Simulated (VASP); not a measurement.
# Cd (I4/mmm) in VASP: single point with r2SCAN

Aim: the single point of Cd with r2SCAN.

All numbers are computed with VASP 6.6.1; they aren't measurements. Logs are shortened: lines on timing, memory, paths and dates and some standing lists are left out, and cuts for length are marked.

**1. The cell of the first run**

It takes space group I4/mmm (No. 139, tetragonal). Conventional cell: a = 3.092 Å, b = 3.092 Å, c = 4.704 Å, α = 90.00°, β = 90.00°, γ = 90.00°. Cd (site symmetry 4/mmm) has 12 Cd at 3.09 to 3.21 Å within 4.1 Å.

**2. Single point, r2SCAN**

File POSCAR:

```
Cd
1.0
   -1.5458648465      1.5458648465      2.3518078511
    1.5458648465     -1.5458648465      2.3518078511
    1.5458648465      1.5458648465     -2.3518078511
Cd
1
Direct
    0.0000000000      0.0000000000      0.0000000000
```

File INCAR.step1:

```
  PREC = Accurate
  ENCUT = 550
  ISMEAR = 0
  SIGMA = 0.1
  LREAL = F
  LASPH = T
  NELM = 120
  NBANDS = 12
  GGA = PE
  ALGO = Normal
  EDIFF = 1E-5
  LWAVE = T
  LCHARG = F
  GGA_COMPAT = F
```

File INCAR.step2:

```
  PREC = Accurate
  ENCUT = 550
  EDIFF = 1E-6
  ISMEAR = 0
  SIGMA = 0.1
  LREAL = F
  LASPH = T
  NELM = 120
  ALGO = Normal
  ISIF = 2
  LWAVE = F
  LCHARG = F
  METAGGA = R2SCAN
  LMIXTAU = T
  NBANDS = 12
  ISTART = 1
  GGA_COMPAT = F
```

File KPOINTS:

```
regular mesh
0
Gamma
  8 8 8
```

Potentials or basis: VASP PAW PBE potentials, release 64 (Cd).

Started as:

```bash
cat potpaw_PBE.64/Cd/POTCAR > POTCAR
cp INCAR.step1 INCAR
mpirun -np 1 vasp_std > vasp.out
cp INCAR.step2 INCAR
mpirun -np 1 vasp_std > vasp.out
```

OUTCAR:

```text
PREC = Accurate
   ENCUT = 550
   EDIFF = 1E-6
   ISMEAR = 0
   LREAL = F
   LASPH = T
   NELM = 120
   ISIF = 2
   METAGGA = R2SCAN
   ISTART = 1

 ion  position               nearest neighbor table
   1  0.000  0.000  0.000-

  LATTYP: Found a body centered tetragonal cell.
 ALAT       =     3.0917296930
 C/A-ratio  =     1.5213541187

  Lattice vectors:

 A1 = (  -1.5458648465,   1.5458648465,   2.3518078511)
 A2 = (   1.5458648465,  -1.5458648465,   2.3518078511)
 A3 = (   1.5458648465,   1.5458648465,  -2.3518078511)

Analysis of symmetry for initial positions (statically):
=====================================================================
 Subroutine PRICEL returns:
 Original cell was already a primitive cell.

 Routine SETGRP: Setting up the symmetry group for a
 body centered tetragonal supercell.

 Subroutine GETGRP returns: Found 16 space group operations
 (whereof 16 operations were pure point group operations)
 out of a pool of 16 trial point group operations.

The static configuration has the point symmetry D_4h.

Analysis of symmetry for dynamics (positions and initial velocities):
=====================================================================
 Subroutine PRICEL returns:
 Original cell was already a primitive cell.

 Routine SETGRP: Setting up the symmetry group for a
 body centered tetragonal supercell.

 Subroutine GETGRP returns: Found 16 space group operations
 (whereof 16 operations were pure point group operations)
 out of a pool of 16 trial point group operations.

The dynamic configuration has the point symmetry D_4h.

 Subroutine INISYM returns: Found 16 space group operations
 (whereof 16 operations are pure point group operations),
 and found     1 'primitive' translations

----------------------------------------------------------------------------------------

                                     Primitive cell

  volume of cell :      22.4804

  direct lattice vectors                    reciprocal lattice vectors
    -1.545864847  1.545864847  2.351807851     0.000000000  0.323443541  0.212602403
     1.545864847 -1.545864847  2.351807851     0.323443541  0.000000000  0.212602403
     1.545864847  1.545864847 -2.351807851     0.323443541  0.323443541  0.000000000

  length of vectors
     3.210980600  3.210980600  3.210980600     0.387060081  0.387060081  0.457418242

  position of ions in fractional coordinates (direct lattice)
[... 83 lines left out ...]
   ISIF   =      2    stress and relaxation
   ISYM   =      2    0-nonsym 1-usesym 2-fastsym
   POTIM  = 0.5000    time-step for ionic-motion
   TEBEG  =    0.0;   TEEND  =   0.0 temperature during run
   PSTRESS=    0.0 pullay stress
   NELECT =      12.0000    total number of electrons
   NUPDOWN=      -1.0000    fix difference up-down
   EMIN   =  10.00;   EMAX   =-10.00  energy-range for DOS
   EFERMI =   0.00;   METHOD = LEGACY
   ISMEAR =     0;   SIGMA  =   0.10  broadening in eV -4-tet -1-fermi 0-gaus
   EFERMI_NEDOS =   21; number of points for ismear=-14 and -15
   IALGO  =     38    algorithm
   IMIX   =      4    mixing-type and parameters
     AMIX     =   0.40;   BMIX     =  1.00
     AMIX_MAG =   1.60;   BMIX_MAG =  1.00
  volume/ion in A,a.u.               =      22.48       151.71
  Fermi-wavevector in a.u.,A,eV,Ry     =   1.328007  2.509569 23.995262  1.763602
  Thomas-Fermi vector in A             =   2.457277
   LORBIT       =      0    0 simple, 1 ext, 2 COOP (PROOUT), +10 PAW based schemes
   METAGGA = R2SCAN    functional components
   LHFCALC =     F    Hartree Fock is set to
   AEXX    =    0.0000 exact exchange contribution
   IVDW    =     0    specifies the selected vdW correction
   LEPSILON=     F    determine dielectric tensor
   LRPA    =     F    only Hartree local field effects (RPA)
 non-spin polarized calculation
 Gauss-broadening in eV      SIGMA  =   0.10
  energy-cutoff  :      550.00
  volume of cell :       22.48
 maximum number of plane-waves:       668
 NGX is ok and might be reduce to    28
   NGX = 13   NGY = 13   NGZ = 13

 number of electron      12.0000003 magnetization

 Free energy of the ion-electron system (eV)
  ---------------------------------------------------
  ext. energy  EPLUGINS =         0.00000000
  ---------------------------------------------------
  free energy    TOTEN  =       -20.06470685 eV

  energy without entropy =      -20.06305502  energy(sigma->0) =      -20.06388094

 E-fermi :   2.4336     XC(G=0): -11.5935

 val. band max:        2.3644298356   @ k =   0.3750   0.2500   0.1250
 cond. band min:       2.5593529239   @ k =  -0.3750   0.5000   0.1250
 fundamental gap:      0.1949230883
 Fermi energy:         2.4336176313

 k-point     1 :       0.0000    0.0000    0.0000
  band No.  band energies     occupation
      1      -7.0809      2.00000
      2      -6.8314      2.00000
      3      -6.8314      2.00000
      4      -6.5998      2.00000
      5      -6.3843      2.00000
      6      -6.3252      2.00000
      7      16.9912      0.00000
      8      17.9944      0.00000
      9      17.9944      0.00000
     10      18.1276      0.00000
     11      21.2359      0.00000
     12      21.2359      0.00000
[... 331 lines left out ...]
 k-point    24 :       0.3750    0.1250    0.1250
  band No.  band energies     occupation
      1      -7.1413      2.00000
      2      -7.0070      2.00000
      3      -6.6352      2.00000
      4      -6.5839      2.00000
      5      -6.1115      2.00000
      6       1.8487      2.00000
      7       1.9958      2.00000
      8      10.5779      0.00000
      9      11.2102      0.00000
     10      15.9826      0.00000
     11      18.9830      0.00000
     12      25.5051      0.00000

 [... further k-points ...]

------------------------ aborting loop because EDIFF is reached ----------------------------------------

  FORCE on cell =-STRESS in cart. coord.  units (eV):
  Direction    XX          YY          ZZ          XY          YZ          ZX
  --------------------------------------------------------------------------------------
  -------------------------------------------------------------------------------------
  Total       -0.0520731     -0.0520731     -0.4151664      0.0000000     -0.0000000      0.0000000
  in kB       -3.7112405     -3.7112405    -29.5888346      0.0000000     -0.0000000      0.0000000
  external PRESSURE =     -12.3371052 kB  Pullay stress =       0.0000000 kB

 VOLUME and BASIS-vectors are now :
 -----------------------------------------------------------------------------
  energy-cutoff  :      550.00
  volume of cell :       22.48
      direct lattice vectors                 reciprocal lattice vectors
    -1.545864847  1.545864847  2.351807851     0.000000000  0.323443541  0.212602403
     1.545864847 -1.545864847  2.351807851     0.323443541  0.000000000  0.212602403
     1.545864847  1.545864847 -2.351807851     0.323443541  0.323443541  0.000000000

 POSITION                                       TOTAL-FORCE (eV/Angst)
 -----------------------------------------------------------------------------------
      0.00000      0.00000      0.00000        -0.000000      0.000000      0.000000
 -----------------------------------------------------------------------------------
    total drift:                               -0.000000     -0.000000     -0.000000

  FREE ENERGIE OF THE ION-ELECTRON SYSTEM (eV)
  ---------------------------------------------------
  free  energy   TOTEN  =       -20.0647068527 eV

  energy  without entropy=      -20.0630550249  energy(sigma->0) =      -20.06388094
```

OUTCAR.step1:

```text
PREC = Accurate
   ENCUT = 550
   ISMEAR = 0
   LREAL = F
   LASPH = T
[... 577 lines left out ...]

 POSITION                                       TOTAL-FORCE (eV/Angst)
 -----------------------------------------------------------------------------------
      0.00000      0.00000      0.00000         0.000000     -0.000000     -0.000000
 -----------------------------------------------------------------------------------
    total drift:                                0.000000     -0.000000     -0.000000

  FREE ENERGIE OF THE ION-ELECTRON SYSTEM (eV)
  ---------------------------------------------------
  free  energy   TOTEN  =        -0.7309867169 eV

  energy  without entropy=       -0.7291361237  energy(sigma->0) =       -0.73006142
```

Wall time 62 s (1 thread of Intel Xeon Platinum 8488C (Sapphire Rapids), shared host); peak memory 0.17 GiB.

Results:

- Free energy: -20.0647 eV
- Pressure: -1.2 GPa
- Band gap on the k mesh: zero (bands 6 and 7 overlap by 3.52 eV)

Caveat: the PAW data sets were made with another functional, which shifts forces and pressure a little.
